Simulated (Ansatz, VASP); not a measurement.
**Li4BrF3: VASP beside Ansatz**

```
Li Br F
1.0
     6.78814    0.00000    0.00000
     0.00000    5.87074    0.00000
     0.00000    0.00000    5.34944
Li Br F
8 2 6
Direct
  0.29240 0.63254 0.84649
  0.70760 0.63254 0.84649
  0.00000 0.25445 0.85003
  0.00000 0.85891 0.48146
  0.20760 0.36746 0.34649
  0.79240 0.36746 0.34649
  0.50000 0.74555 0.35003
  0.50000 0.14109 0.98146
  0.00000 0.84876 0.99586
  0.50000 0.15124 0.49586
  0.25071 0.65262 0.49792
  0.74929 0.65262 0.49792
  0.00000 0.21086 0.49885
  0.24929 0.34738 0.99792
  0.75071 0.34738 0.99792
  0.50000 0.78914 0.99885
```

Alike in both runs: functional PBE; k mesh 4 × 4 × 4; occupations gaussian, width 0.02 eV; no spin polarisation.

Ansatz relaxed the structure, and its values are those at the end. VASP's run is a single point on that final structure, the one shown.

|  | VASP | Ansatz |
| --- | --- | --- |
| version | VASP 6.6.1 | Ansatz 0.2.0 |
| potentials or method | VASP PAW PBE potentials, release 64 (Li_sv, Br, F), cutoff 520 eV | scalar-relativistic, plane waves, PAW |
| valence electrons in the cell | 80 | 80 |

|  | VASP | Ansatz | Ansatz less VASP |
| --- | --- | --- | --- |
| gap on the k mesh at the Fermi level (eV) | 5.78 | 5.78 | -0.001 |
| least direct gap on the mesh (eV) | 5.78 | 5.78 | -0.001 |
| rms of the force components (eV/Å) | 0.005 | 0.001 | -0.0037 |

Noted on VASP's run: the cutoff is under 1.25 times that of the potentials, so the pressure is a little rough.
